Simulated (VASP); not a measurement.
A run of VASP 6.6.1 is set up as follows.

Contents of INCAR:

```
PREC     = Accurate       # precision mode
ENCUT    = 600            # plane-wave cutoff, eV
EDIFF    = 1E-6           # SCF threshold, eV
ISMEAR   = 0              # smearing method
SIGMA    = 0.2            # smearing width, eV
LREAL    = False          # projectors in reciprocal space
LASPH    = True           # aspherical terms in the spheres
NELM     = 120            # most SCF steps
ALGO     = Normal         # electronic algorithm
ISIF     = 2              # what is computed and relaxed
LWAVE    = False          # write WAVECAR
LCHARG   = False          # write CHGCAR
GGA      = PE             # functional
NBANDS   = 22             # bands
GGA_COMPAT= False
```

KPOINTS

```
regular mesh
0
Gamma
  6 6 6
```

Contents of POSCAR:

```
Sr2AlO
1.0
    1.8856998597      1.0887093216      8.2229284826
   -1.8856998597      1.0887093216      8.2229284826
    0.0000000000     -2.1774186433      8.2229284826
Sr Al O
2 1 1
Direct
    0.2734121977      0.2734121977      0.2734121977
    0.7265878023      0.7265878023      0.7265878023
    0.5000000000      0.5000000000      0.5000000000
    0.0000000000      0.0000000000      0.0000000000
```

Potentials or basis: VASP PAW PBE potentials, release 64 (Sr_sv, Al, O).

Run with:

```console
$ cat potpaw_PBE.64/Sr_sv/POTCAR potpaw_PBE.64/Al/POTCAR potpaw_PBE.64/O/POTCAR > POTCAR
$ mpirun -np 1 vasp_std > vasp.out
```

What does it give for the band gap on the k mesh?

Zero (an odd number of electrons rules out a gap without spin polarisation).

Predict the largest force.

0.089 eV/Å.

What does it give for the pressure?

-0.1 GPa.

Forces on the atoms (eV/Å):
```
Sr   0.000  0.000 -0.089
Sr   0.000  0.000  0.089
Al   0.000  0.000  0.000
O    0.000  0.000  0.000
```

Caveat: an odd number of electrons without spin polarisation forces a metal; a magnetic or distorted state may lie lower.
